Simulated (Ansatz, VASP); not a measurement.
## Two plane-wave programs on Na

INCAR

```
PREC     = Accurate       # precision mode
ENCUT    = 520            # plane-wave cutoff, eV
EDIFF    = 1E-7           # SCF threshold, eV
ISMEAR   = 0              # smearing method
SIGMA    = 0.15           # smearing width, eV
LREAL    = F              # projectors in reciprocal space
LASPH    = T              # aspherical terms in the spheres
NELM     = 80             # most SCF steps
ALGO     = Fast           # electronic algorithm
ISIF     = 2              # what is computed and relaxed
LWAVE    = F              # write WAVECAR
LCHARG   = F              # write CHGCAR
GGA      = PS             # functional
NBANDS   = 10             # bands
```

File KPOINTS:

```
Automatic mesh
0
Gamma
  18 18 18
```

File POSCAR:

```
Na
1.0
   -1.9401812426      1.9401812426      2.5222356154
    1.9401812426     -1.9401812426      2.5222356154
    1.9401812426      1.9401812426     -2.5222356154
Na
1
Direct
    0.0000000000      0.0000000000      0.0000000000
```

Input for Ansatz:

```yaml
crystal:
  lattice:
    - [-1.9401812426, 1.9401812426, 2.5222356154]
    - [1.9401812426, -1.9401812426, 2.5222356154]
    - [1.9401812426, 1.9401812426, -2.5222356154]
  atoms:
    - { symbol: Na, position: [0.0, 0.0, 0.0] }
basis:
  ecutwfc: 420
kpoints:
  mp_grid: { grid: [18, 18, 18] }
hamiltonian:
  xc: pbesol
scf:
  occupations: { method: gaussian, width: 0.15 }
output:
  forces: true
  stress: true
  eigenvalues: true
```

Alike in both runs: task single point; functional PBEsol; k mesh 18 × 18 × 18; occupations gaussian, width 0.15 eV; no spin polarisation.

```csv
,VASP,Ansatz
version,VASP 6.6.1,Ansatz 0.2.0
potentials or method,"VASP PAW PBE potentials, release 64 (Na_pv), cutoff 520 eV","scalar-relativistic, plane waves, PAW"
valence electrons in the cell,7,9
```

```tsv
	VASP	Ansatz	Ansatz less VASP
gap on the k mesh at the Fermi level (eV)	none	none	-
pressure (GPa)	-0.3	-0.3	-0.01
```

VASP's potentials were made for PBE, not for PBEsol. A gap of «none» marks a metal or a gap that the smearing closes. VASP's potentials hold 7 valence electrons a cell and Ansatz's 9, so a difference there can come from the potentials and not from the codes.
